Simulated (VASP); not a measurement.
The system is HgTe.

```xyz
2
Lattice="-3.0456 3.0456 1.5594 3.0456 -3.0456 1.5594 3.0456 3.0456 -1.5594" Properties=species:S:1:pos:R:3 pbc="T T T"
Hg    0.0000    3.0456    0.7797
Te    0.0000    0.0000    0.0000
```

| Property | Result |
| --- | --- |
| Program | VASP 6.6.1 |
| Task | relaxation of cell and atoms |
| Functional | PBE |
| Potentials or basis | VASP PAW PBE potentials, release 64 (Hg, Te) |
| Cutoff | 600 eV |
| k mesh | 7 × 7 × 7 |
| Occupations | fermi-dirac, width 0.05 eV |
| Spin | non-collinear spin, zero start, spin-orbit coupling |
| Starting moments | [[0.0, 0.0, 0.0], [0.0, 0.0, 0.0]] μB |

At the start: pressure -0.3 GPa; volume 28.93 Å³/atom.

**Question.** Where does the relaxation end?

**Answer.** Over 5 steps the energy falls by 8.9 meV/atom and the volume is 28.95 Å³/atom (+0.1 %); space group I-4m2 (No. 119, to 0.1 Å) before and after; moment 0.00 μB per cell.

The path:
| step | energy change (eV) | largest force (eV/Å) | pressure (GPa) | volume (Å³) |
| --- | --- | --- | --- | --- |
| 1 | 0.0000 | 0.0000 | -0.27 | 57.86 |
| 2 | -0.0155 | 0.0000 | 0.18 | 57.43 |
| 3 | -0.0170 | 0.0000 | 0.40 | 57.27 |
| 4 | -0.0170 | 0.0000 | 0.42 | 57.26 |
| 5 | -0.0179 | 0.0000 | 0.10 | 57.89 |

Final structure:
```cif
data_structure
_symmetry_space_group_name_H-M 'P 1'
_symmetry_Int_Tables_number 1
_cell_length_a 4.6250
_cell_length_b 4.6250
_cell_length_c 4.6250
_cell_angle_alpha 96.170
_cell_angle_beta 96.170
_cell_angle_gamma 141.725
_cell_volume 57.89
loop_
_atom_site_label
_atom_site_type_symbol
_atom_site_fract_x
_atom_site_fract_y
_atom_site_fract_z
_atom_site_occupancy
Hg1 Hg 0.75000 0.25000 0.50000 1
Te1 Te 0.00000 0.00000 0.00000 1
```
